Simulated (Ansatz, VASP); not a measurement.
BN: VASP beside Ansatz

```
B N
1.0
     0.00000    1.83713    1.90514
     1.90514    0.00000    1.90514
     1.90514    1.83713    0.00000
B N
1 1
Direct
  0.00000 0.00000 0.00000
  0.75000 0.75000 0.75000
```

Alike in both runs: task single point; functional PBE; k mesh 12 × 12 × 12; occupations gaussian, width 0.05 eV; no spin polarisation.

|  | VASP | Ansatz |
| --- | --- | --- |
| version | VASP 6.6.1 | Ansatz 0.2.0 |
| potentials or method | VASP PAW PBE potentials, release 64 (B, N), cutoff 520 eV | scalar-relativistic, plane waves, PAW |
| valence electrons in the cell | 8 | 8 |

VASP gave:

| Item | Value |
| --- | --- |
| gap on the k mesh at the Fermi level (eV) | 3.76 |
| least direct gap on the mesh (eV) | 7.88 |

Problem. What did Ansatz give for the same quantities?

Solution. gap on the k mesh at the Fermi level (eV): 3.77; least direct gap on the mesh (eV): 7.89.
